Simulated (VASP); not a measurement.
ZnCu:

```
Zn Cu
1.0
     1.48804   -2.12128    0.00000
     1.48804    2.12128    0.00000
     0.00000    0.00000    4.14075
Zn Cu
1 1
Direct
  0.50000 0.50000 0.50000
  0.00000 0.00000 0.00000
```

| Quantity | Value |
| --- | --- |
| Program | VASP 6.6.1 |
| Task | relaxation of cell and atoms |
| Functional | PBEsol |
| Potentials or basis | VASP PAW PBE potentials, release 64 (Zn, Cu) |
| Cutoff | 600 eV |
| k mesh | 8 × 8 × 5 |
| Occupations | fermi-dirac, width 0.1 eV |
| Spin | no spin polarisation |

At the start: pressure -5.9 GPa; volume 13.07 Å³/atom.

Question: Where does the relaxation end?

Answer: Over 12 steps the energy falls by 17.5 meV/atom and the volume is 12.43 Å³/atom (-4.9 %); space group Cmmm (No. 65, to 0.05 Å).

The path:
```
step  energy change (eV)  largest force (eV/Å)  pressure (GPa)  volume (Å³)
   1              0.0000                0.0000           -5.90        26.14
   2             -0.0270                0.0000            2.89        24.36
   3             -0.0299                0.0000            0.44        24.76
   4             -0.0325                0.0000            0.22        24.80
   5             -0.0337                0.0000            0.06        24.83
   6             -0.0338                0.0000           -0.08        24.84
   7             -0.0346                0.0000            0.21        24.82
   8             -0.0349                0.0000            0.30        24.81
   9             -0.0348                0.0000           -0.43        24.92
  10             -0.0349                0.0000           -0.10        24.86
  11             -0.0349                0.0000           -0.14        24.87
  12             -0.0350                0.0000           -0.07        24.86
```

Final structure:
```
Zn Cu
1.0
     1.51411   -2.03398    0.00000
     1.51411    2.03398    0.00000
     0.00000    0.00000    4.03646
Zn Cu
1 1
Direct
  0.50000 0.50000 0.50000
  0.00000 0.00000 0.00000
```

Caveat: the PAW data sets were made with another functional, which shifts forces and pressure a little.
